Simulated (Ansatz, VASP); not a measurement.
**KI in VASP and in Ansatz**

INCAR

```
SYSTEM = KI
ALGO = Normal
EDIFF = 1E-6
ENCUT = 520
GGA = PS
ISIF = 2
ISMEAR = 0
LASPH = .True.
LCHARG = .True.
LELF = .True.
LREAL = .False.
LVHAR = .True.
LWAVE = .False.
NBANDS = 15
NELM = 100
PREC = Accurate
SIGMA = 0.05
```

The input KPOINTS:

```
k-points
0
Gamma
  8 8 8
  0 0 0
```

The input POSCAR:

```
KI
1.0
    0.0000000000      3.5327750000      3.5327750000
    3.5327750000      0.0000000000      3.5327750000
    3.5327750000      3.5327750000      0.0000000000
K I
1 1
Direct
    0.0142649394      0.0137832478     -0.0113377219
    0.5000000000      0.5000000000      0.5000000000
```

Input for Ansatz:

```yaml
crystal:
  lattice:
    - [0.0, 3.532775, 3.532775]
    - [3.532775, 0.0, 3.532775]
    - [3.532775, 3.532775, 0.0]
  atoms:
    - { symbol: K, position: [0.0142649394, 0.0137832478, -0.0113377219] }
    - { symbol: I, position: [0.5, 0.5, 0.5] }
basis:
  ecutwfc: 420
  fft_grid_basis: typed
kpoints:
  mp_grid: { grid: [8, 8, 8] }
hamiltonian:
  xc: pbesol
scf:
  occupations: { method: gaussian, width: 0.05 }
output:
  forces: true
  stress: true
  eigenvalues: true
  bader: true
  write_density: true
  volumetric_format: npy
```

Alike in both runs: task single point; functional PBEsol; k mesh 8 × 8 × 8; occupations gaussian, width 0.05 eV; no spin polarisation.

```csv
,VASP,Ansatz
version,VASP 6.6.1,Ansatz 0.2.0
potentials or method,"VASP PAW PBE potentials, release 64 (K_sv, I), cutoff 520 eV","scalar-relativistic, plane waves, PAW"
valence electrons in the cell,16,26
```

```csv
,VASP,Ansatz,Ansatz less VASP
gap on the k mesh at the Fermi level (eV),3.82,3.82,+0.005
pressure (GPa),-0.2,-0.2,-0.04
"traceless stress, the component that is largest in VASP (GPa)",0.09,0.09,-0.001
rms of the force components (eV/Å),0.057,0.057,-0.0009
```

VASP's potentials were made for PBE, not for PBEsol. Atom by atom the forces differ by 0.001 eV/Å (rms over components). The functional is the same, so the differences come from potentials, cutoffs and numerics. VASP's potentials hold 16 valence electrons a cell and Ansatz's 26, so a difference there can come from the potentials and not from the codes.

Neither program's run includes spin-orbit coupling.
